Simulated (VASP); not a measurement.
## MgS: single point with LDA

Crystal: MgS.

```xyz
2
Lattice="0.0000 2.5665 2.5665 2.5665 0.0000 2.5665 2.5665 2.5665 0.0000" Properties=species:S:1:pos:R:3 pbc="T T T"
Mg    0.0000    0.0000    0.0000
S     2.5665    2.5665    2.5665
```

This cell differs from its parent crystal: volume scaled by 0.96.

```json
{
 "Program": "VASP 6.6.1",
 "Task": "single point",
 "Functional": "LDA",
 "Potentials or basis": "VASP PAW LDA potentials, release 64 (Mg, S)",
 "Cutoff": "520 eV",
 "k mesh": "8 × 8 × 8",
 "Occupations": "fermi-dirac, width 0.01 eV",
 "Spin": "no spin polarisation",
 "Dipole correction": "no",
 "Further INCAR settings": "ALGO = Normal; EDIFF = 1e-06; NBANDS = 11"
}
```

```json
{"Pressure": "-0.8 GPa", "Band gap on the k mesh": "2.64 eV, indirect (least direct gap 3.82 eV)"}
```

Levels at points of the mesh, in eV from the valence-band top:
```csv
k point,band 2,band 3,band 4,band 5,band 6,band 7
"(0.00, 0.00, 0.00)",0.00,0.00,0.00,3.82,7.81,7.81
"(0.50, 0.00, 0.00)",-5.13,-0.64,-0.64,4.44,6.79,6.79
"(0.50, 0.50, 0.00)",-4.47,-1.80,-1.80,2.64,4.12,12.20
```

Wall time 4.8 s on 1 thread of Intel(R) Xeon(R) 6975P-C (Granite Rapids) (shared host), peak memory 0.14 GiB.

 A k mesh can miss the band edges.
